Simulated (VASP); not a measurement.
Write the native input for VASP 6.6.1 that does the following.

* Task: single point
* Functional: PBE
* Potentials or basis: VASP PAW PBE potentials, release 64 (Ti_sv)
* Cutoff: 520 eV
* k mesh: 12 × 12 × 14
* Occupations: gaussian, width 0.1 eV
* Spin: no spin polarisation
* Dipole correction: no
* Further INCAR settings: ALGO = Fast; EDIFF = 1e-06; NBANDS = 25

The structure of Ti lies in POSCAR:

```
Ti
1.0
    4.5790987804      0.0000000000      0.0000000000
   -2.2895493902      3.9656158702      0.0000000000
    0.0000000000      0.0000000000      2.8317615649
Ti
3
Direct
    0.0000000000      0.0000000000      0.0000000000
    0.3333333333      0.6666666667      0.5000000000
    0.6666666667      0.3333333333      0.5000000000
```

This isn't the form of Ti at room conditions, which is hcp.

The input as run:

INCAR

```
PREC = Accurate
ENCUT = 520
EDIFF = 1E-6
ISMEAR = 0
SIGMA = 0.1
LREAL = False
LASPH = True
NELM = 100
ALGO = Fast
ISIF = 2
LWAVE = False
LCHARG = False
GGA = PE
NBANDS = 25
```

KPOINTS

```
regular mesh
0
Gamma
  12 12 14
```

Potentials or basis: VASP PAW PBE potentials, release 64 (Ti_sv).

Run with:

```bash
$ cat potpaw_PBE.64/Ti_sv/POTCAR > POTCAR
$ mpirun -np 1 vasp_std > vasp.out
```

Results of the run:

The pressure is -0.3 GPa. The band gap on the k mesh is zero (bands 18 and 19 overlap by 0.26 eV).

Run time: 16 min on 1 thread of Intel Xeon 8259CL, on a shared host, peak memory 0.29 GiB.
